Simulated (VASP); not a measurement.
# Al (Fm-3m) in VASP: a series of runs

Al is run at these levels: LDA; tasks: single point.

Program: VASP 6.6.1. These are calculated values, not measurements. Logs are shortened: lines on timing, memory, paths and dates and some standing lists are left out, and cuts for length are marked.

### Step 1. The cell of the first run

The structure is cubic, space group Fm-3m (No. 225). The conventional cell has a = 4.050 Å, b = 4.050 Å, c = 4.050 Å, α = 90.00°, β = 90.00°, γ = 90.00°. Within 3.8 Å of Al (site symmetry m-3m) lie 12 Al at 2.86 Å.

### Step 2. Single point, LDA

File INCAR:

```
  ALGO = Normal
  EDIFF = 1E-6
  ENCUT = 500
  GGA_COMPAT = F
  ISIF = 2
  ISMEAR = 1
  LASPH = T
  LCHARG = F
  LREAL = F
  LWAVE = F
  NBANDS = 8
  NELM = 120
  PREC = Accurate
  SIGMA = 0.1
```

File KPOINTS:

```
k-points
0
Gamma
  9 9 9
```

File POSCAR:

```
Al
1.0
    0.0000000000      2.0248050000      2.0248050000
    2.0248050000      0.0000000000      2.0248050000
    2.0248050000      2.0248050000      0.0000000000
Al
1
Direct
    0.0000000000      0.0000000000      0.0000000000
```

Potentials or basis: VASP PAW LDA potentials, release 64 (Al).

The run is started by

```bash
cat potpaw_LDA.64/Al/POTCAR > POTCAR
mpirun -np 1 vasp_std > vasp.out
```

OUTCAR:

```text
EDIFF = 1E-6
   ENCUT = 500
   ISIF = 2
   ISMEAR = 1
   LASPH = T
   LREAL = F
   NELM = 120
   PREC = Accurate

 ion  position               nearest neighbor table
   1  0.000  0.000  0.000-

  LATTYP: Found a face centered cubic cell.
 ALAT       =     4.0496100000

  Lattice vectors:

 A1 = (   0.0000000000,   2.0248050000,   2.0248050000)
 A2 = (   2.0248050000,   0.0000000000,   2.0248050000)
 A3 = (   2.0248050000,   2.0248050000,   0.0000000000)

Analysis of symmetry for initial positions (statically):
=====================================================================
 Subroutine PRICEL returns:
 Original cell was already a primitive cell.

 Routine SETGRP: Setting up the symmetry group for a
 face centered cubic supercell.

 Subroutine GETGRP returns: Found 48 space group operations
 (whereof 48 operations were pure point group operations)
 out of a pool of 48 trial point group operations.

The static configuration has the point symmetry O_h .

Analysis of symmetry for dynamics (positions and initial velocities):
=====================================================================
 Subroutine PRICEL returns:
 Original cell was already a primitive cell.

 Routine SETGRP: Setting up the symmetry group for a
 face centered cubic supercell.

 Subroutine GETGRP returns: Found 48 space group operations
 (whereof 48 operations were pure point group operations)
 out of a pool of 48 trial point group operations.

The dynamic configuration has the point symmetry O_h .

 Subroutine INISYM returns: Found 48 space group operations
 (whereof 48 operations are pure point group operations),
 and found     1 'primitive' translations

----------------------------------------------------------------------------------------

                                     Primitive cell

  volume of cell :      16.6027

  direct lattice vectors                    reciprocal lattice vectors
     0.000000000  2.024805000  2.024805000    -0.246937359  0.246937359  0.246937359
     2.024805000  0.000000000  2.024805000     0.246937359 -0.246937359  0.246937359
     2.024805000  2.024805000  0.000000000     0.246937359  0.246937359 -0.246937359

  length of vectors
     2.863506692  2.863506692  2.863506692     0.427708053  0.427708053  0.427708053

  position of ions in fractional coordinates (direct lattice)
     0.000000000  0.000000000  0.000000000

  ion indices of the primitive-cell ions
   primitive index   ion index
                 1           1

[... 68 lines left out ...]
   LASPH  =      T    aspherical Exc in radial PAW
   ENCUT  =  500.0 eV  36.75 Ry    6.06 a.u.   5.22  5.22  5.22*2*pi/ulx,y,z
   NELM   =    120;   NELMIN=  2; NELMDL= -5     # of ELM steps
   EDIFF  = 0.1E-05   stopping-criterion for ELM
   LREAL  =      F    real-space projection
   EDIFFG = 0.1E-04   stopping-criterion for IOM
   NSW    =      0    number of steps for IOM
   IBRION =     -1    ionic relax: 0-MD 1-quasi-New 2-CG
   NFREE  =      0    steps in history (QN), initial steepest desc. (CG)
   ISIF   =      2    stress and relaxation
   ISYM   =      2    0-nonsym 1-usesym 2-fastsym
   POTIM  = 0.5000    time-step for ionic-motion
   TEBEG  =    0.0;   TEEND  =   0.0 temperature during run
   PSTRESS=    0.0 pullay stress
   NELECT =       3.0000    total number of electrons
   NUPDOWN=      -1.0000    fix difference up-down
   EMIN   =  10.00;   EMAX   =-10.00  energy-range for DOS
   EFERMI =   0.00;   METHOD = LEGACY
   ISMEAR =     1;   SIGMA  =   0.10  broadening in eV -4-tet -1-fermi 0-gaus
   EFERMI_NEDOS =   21; number of points for ismear=-14 and -15
   IALGO  =     38    algorithm
   IMIX   =      4    mixing-type and parameters
     AMIX     =   0.40;   BMIX     =  1.00
     AMIX_MAG =   1.60;   BMIX_MAG =  1.00
  volume/ion in A,a.u.               =      16.60       112.04
  Fermi-wavevector in a.u.,A,eV,Ry     =   0.925526  1.748991 11.654733  0.856599
  Thomas-Fermi vector in A             =   2.051390
   LORBIT       =      0    0 simple, 1 ext, 2 COOP (PROOUT), +10 PAW based schemes
   GGA     = CA    functional components
   LHFCALC =     F    Hartree Fock is set to
   AEXX    =    0.0000 exact exchange contribution
   IVDW    =     0    specifies the selected vdW correction
   LEPSILON=     F    determine dielectric tensor
   LRPA    =     F    only Hartree local field effects (RPA)
 non-spin polarized calculation
 Methfessel and Paxton  Order N= 1 SIGMA  =   0.10
  energy-cutoff  :      500.00
  volume of cell :       16.60
 maximum number of plane-waves:       436
 NGX is ok and might be reduce to    24
   NGX = 11   NGY = 11   NGZ = 11

 number of electron       3.0000000 magnetization

 Free energy of the ion-electron system (eV)
  ---------------------------------------------------
  ext. energy  EPLUGINS =         0.00000000
  ---------------------------------------------------
  free energy    TOTEN  =        -4.15257187 eV

  energy without entropy =       -4.15125198  energy(sigma->0) =       -4.15213191

 E-fermi :   7.7131     XC(G=0): -10.3203

 val. band max:        7.5831330609   @ k =   0.4444   0.4444   0.0000
 cond. band min:       7.7382166836   @ k =  -0.4444   0.3333   0.1111
 fundamental gap:      0.1550836227
 Fermi energy:         7.7131227517

 k-point     1 :       0.0000    0.0000    0.0000
  band No.  band energies     occupation
      1      -3.3298      2.00000
      2      20.2655      0.00000
      3      20.2655      0.00000
      4      20.2655      0.00000
      5      21.5378      0.00000
      6      21.5378      0.00000
      7      21.5378      0.00000
      8      24.2961      0.00000
[... 243 lines left out ...]
 k-point    24 :       0.4444    0.4444    0.0000
  band No.  band energies     occupation
      1       3.5680      2.00000
      2       7.5831      2.06935
      3      13.1355      0.00000
      4      13.3266      0.00000
      5      13.3266      0.00000
      6      16.7279      0.00000
      7      32.3309      0.00000
      8      33.8586      0.00000

 [... further k-points ...]
[... 5 lines left out ...]
  --------------------------------------------------------------------------------------
  -------------------------------------------------------------------------------------
  Total       -0.3502818     -0.3502818     -0.3502818      0.0000000      0.0000000     -0.0000000
  in kB      -33.8024745    -33.8024745    -33.8024745      0.0000000      0.0000000     -0.0000000
  external PRESSURE =     -33.8024745 kB  Pullay stress =       0.0000000 kB

 VOLUME and BASIS-vectors are now :
 -----------------------------------------------------------------------------
  energy-cutoff  :      500.00
  volume of cell :       16.60
      direct lattice vectors                 reciprocal lattice vectors
     0.000000000  2.024805000  2.024805000    -0.246937359  0.246937359  0.246937359
     2.024805000  0.000000000  2.024805000     0.246937359 -0.246937359  0.246937359
     2.024805000  2.024805000  0.000000000     0.246937359  0.246937359 -0.246937359

 POSITION                                       TOTAL-FORCE (eV/Angst)
 -----------------------------------------------------------------------------------
      0.00000      0.00000      0.00000         0.000000      0.000000      0.000000
 -----------------------------------------------------------------------------------
    total drift:                                0.000000      0.000000      0.000000

  FREE ENERGIE OF THE ION-ELECTRON SYSTEM (eV)
  ---------------------------------------------------
  free  energy   TOTEN  =        -4.1525718690 eV

  energy  without entropy=       -4.1512519776  energy(sigma->0) =       -4.15213191
```

OSZICAR:

```text
N       E                     dE             d eps       ncg     rms          rms(c)
DAV:   1    -0.281670875559E+01   -0.28167E+01   -0.75071E+02   576   0.189E+02
DAV:   2    -0.417595032135E+01   -0.13592E+01   -0.12188E+01   824   0.174E+01
DAV:   3    -0.418095836732E+01   -0.50080E-02   -0.50082E-02   680   0.122E+00
DAV:   4    -0.418096938724E+01   -0.11020E-04   -0.11020E-04   912   0.568E-02
DAV:   5    -0.418096938859E+01   -0.13516E-08   -0.13315E-08   664   0.559E-04    0.135E+00
DAV:   6    -0.416374656784E+01    0.17223E-01   -0.26036E-03   784   0.202E-01    0.760E-01
DAV:   7    -0.415259456921E+01    0.11152E-01   -0.65370E-03   696   0.316E-01    0.157E-01
DAV:   8    -0.415257207373E+01    0.22495E-04   -0.19408E-05   832   0.292E-02    0.158E-02
DAV:   9    -0.415257186897E+01    0.20476E-06   -0.13303E-07   752   0.169E-03
   1 F= -.41525719E+01 E0= -.41521319E+01  d E =-.131989E-02
```

Run time: 2.6 s. Hardware: 1 thread of Intel Xeon 6975P-C, shared host; peak memory 0.12 GiB.

Results:

```yaml
Free_energy: -4.1526 eV
Pressure: -3.4 GPa
```

### Step 3. Single point, LDA

This run uses another cell than the first one, of 16.42 Å³/atom, 0.989 times its volume.

File INCAR:

```
SYSTEM = Al
PREC = Accurate
ENCUT = 500
EDIFF = 1E-6
ISMEAR = 1
SIGMA = 0.1
LREAL = .FALSE.
LASPH = .TRUE.
NELM = 120
ALGO = Normal
ISIF = 2
LWAVE = .FALSE.
LCHARG = .FALSE.
NBANDS = 8
GGA_COMPAT = .FALSE.
```

File KPOINTS:

```
Automatic mesh
0
G
  9 9 9
  0 0 0
```

File POSCAR:

```
Al
1.0
    0.0000000000      2.0171513172      2.0171513172
    2.0171513172      0.0000000000      2.0171513172
    2.0171513172      2.0171513172      0.0000000000
Al
1
Direct
    0.0000000000      0.0000000000      0.0000000000
```

Potentials or basis: VASP PAW LDA potentials, release 64 (Al).

The run is started by

```bash
cat potpaw_LDA.64/Al/POTCAR > POTCAR
mpirun -np 1 vasp_std > vasp.out
```

Run time: 2.9 s. Hardware: 1 thread of Intel Xeon 6975P-C, shared host; peak memory 0.12 GiB.

The run converged. Its results:

```
Free energy : -4.1560 eV
Pressure    : -2.5 GPa
```

Levels at points of the mesh, in eV from the Fermi level:
```csv
k point,band 1,band 2,band 3,band 4,band 5
"(0.00, 0.00, 0.00)",-11.12,12.62,12.62,12.62,13.98
```

### Step 4. Single point, LDA

This run uses another cell than the first one, of 16.09 Å³/atom, 0.969 times its volume.

File INCAR:

```
ALGO     = Normal         # electronic algorithm
EDIFF    = 1E-6           # SCF threshold, eV
ENCUT    = 500            # plane-wave cutoff, eV
GGA      = CA             # functional
GGA_COMPAT= F            
ISIF     = 2              # what is computed and relaxed
ISMEAR   = 1              # smearing method
LASPH    = T              # aspherical terms in the spheres
LCHARG   = F              # write CHGCAR
LREAL    = F              # projectors in reciprocal space
LWAVE    = F              # write WAVECAR
NBANDS   = 8              # bands
NELM     = 120            # most SCF steps
PREC     = Accurate       # precision mode
SIGMA    = 0.1            # smearing width, eV
```

File KPOINTS:

```
k-points
0
Gamma
  9 9 9
```

File POSCAR:

```
Al
1.0
    0.0000000000      2.0037066432      2.0037066432
    2.0037066432      0.0000000000      2.0037066432
    2.0037066432      2.0037066432      0.0000000000
Al
1
Direct
    0.0000000000      0.0000000000      0.0000000000
```

Potentials or basis: VASP PAW LDA potentials, release 64 (Al).

The run is started by

```bash
cat potpaw_LDA.64/Al/POTCAR > POTCAR
mpirun -np 1 vasp_std > vasp.out
```

OUTCAR:

```text
EDIFF = 1E-6
   ENCUT = 500
   GGA = CA
   ISIF = 2
   ISMEAR = 1
   LASPH = T
   LREAL = F
   NELM = 120
   PREC = Accurate

 ion  position               nearest neighbor table
   1  0.000  0.000  0.000-

  LATTYP: Found a face centered cubic cell.
 ALAT       =     4.0074132864

  Lattice vectors:

 A1 = (   0.0000000000,   2.0037066432,   2.0037066432)
 A2 = (   2.0037066432,   0.0000000000,   2.0037066432)
 A3 = (   2.0037066432,   2.0037066432,   0.0000000000)

Analysis of symmetry for initial positions (statically):
=====================================================================
 Subroutine PRICEL returns:
 Original cell was already a primitive cell.

 Routine SETGRP: Setting up the symmetry group for a
 face centered cubic supercell.

 Subroutine GETGRP returns: Found 48 space group operations
 (whereof 48 operations were pure point group operations)
 out of a pool of 48 trial point group operations.

The static configuration has the point symmetry O_h .

Analysis of symmetry for dynamics (positions and initial velocities):
=====================================================================
 Subroutine PRICEL returns:
[... 154 lines left out ...]
  energy without entropy =       -4.15846318  energy(sigma->0) =       -4.15923183

 E-fermi :   8.0335     XC(G=0): -10.4366

 val. band max:        7.9186575626   @ k =   0.4444   0.4444   0.0000
 cond. band min:       8.0593887386   @ k =  -0.4444   0.3333   0.1111
 fundamental gap:      0.1407311760
 Fermi energy:         8.0335148741

 k-point     1 :       0.0000    0.0000    0.0000
  band No.  band energies     occupation
      1      -3.2187      2.00000
      2      20.7647      0.00000
      3      20.7647      0.00000
      4      20.7647      0.00000
      5      22.2795      0.00000
      6      22.2795      0.00000
      7      22.2795      0.00000
      8      24.8533      0.00000
[... 243 lines left out ...]
 k-point    24 :       0.4444    0.4444    0.0000
  band No.  band energies     occupation
      1       3.8119      2.00000
      2       7.9187      2.06894
      3      13.4712      0.00000
      4      13.8033      0.00000
      5      13.8033      0.00000
      6      17.3523      0.00000
      7      33.1199      0.00000
      8      34.6986      0.00000

 [... further k-points ...]
[... 5 lines left out ...]
  --------------------------------------------------------------------------------------
  -------------------------------------------------------------------------------------
  Total       -0.0955108     -0.0955108     -0.0955108      0.0000000      0.0000000     -0.0000000
  in kB       -9.5110939     -9.5110939     -9.5110939      0.0000000      0.0000000     -0.0000000
  external PRESSURE =      -9.5110939 kB  Pullay stress =       0.0000000 kB

 VOLUME and BASIS-vectors are now :
 -----------------------------------------------------------------------------
  energy-cutoff  :      500.00
  volume of cell :       16.09
      direct lattice vectors                 reciprocal lattice vectors
     0.000000000  2.003706643  2.003706643    -0.249537527  0.249537527  0.249537527
     2.003706643  0.000000000  2.003706643     0.249537527 -0.249537527  0.249537527
     2.003706643  2.003706643  0.000000000     0.249537527  0.249537527 -0.249537527

 POSITION                                       TOTAL-FORCE (eV/Angst)
 -----------------------------------------------------------------------------------
      0.00000      0.00000      0.00000         0.000000      0.000000      0.000000
 -----------------------------------------------------------------------------------
    total drift:                               -0.000000     -0.000000      0.000000

  FREE ENERGIE OF THE ION-ELECTRON SYSTEM (eV)
  ---------------------------------------------------
  free  energy   TOTEN  =        -4.1596161576 eV

  energy  without entropy=       -4.1584631773  energy(sigma->0) =       -4.15923183
```

stdout:

```text
POSCAR found type information on POSCAR Al
 POSCAR found :  1 types and       1 ions
 scaLAPACK will be used
 LDA part: xc-table for (Slater(with rela. corr.)+CA(PZ))
 , standard interpolation
 POSCAR, INCAR and KPOINTS ok, starting setup
 FFT: planning ... GRIDC
 FFT: planning ... GRID_SOFT
 FFT: planning ... GRID
 WAVECAR not read
 entering main loop
```

Run time: 2.5 s. Hardware: 1 thread of Intel Xeon 6975P-C, shared host; peak memory 0.12 GiB.

What came out:

```yaml
Free_energy: -4.1596 eV
Pressure: -1.0 GPa
```

Levels at points of the mesh, in eV from the Fermi level:
| k point | band 1 | band 2 | band 3 | band 4 | band 5 |
| --- | --- | --- | --- | --- | --- |
| (0.00, 0.00, 0.00) | -11.25 | 12.73 | 12.73 | 12.73 | 14.25 |

### Step 5. The runs side by side

| cell | gap on the mesh (eV) | pressure (GPa) |
| --- | --- | --- |
| a = 2.864 Å, angles 60.0°, 1 atom | none | -3.4 |
| a = 2.853 Å, angles 60.0°, 1 atom | none | -2.5 |
| a = 2.834 Å, angles 60.0°, 1 atom | none | -1.0 |

Alike in all rows: task single point; level LDA; potentials or basis VASP PAW LDA potentials, release 64 (Al); no spin polarisation; k mesh 9 × 9 × 9; cutoff (eV) 500; smearing methfessel-paxton 0.1 eV.

Absolute energies hang on the potentials; compare differences alone.
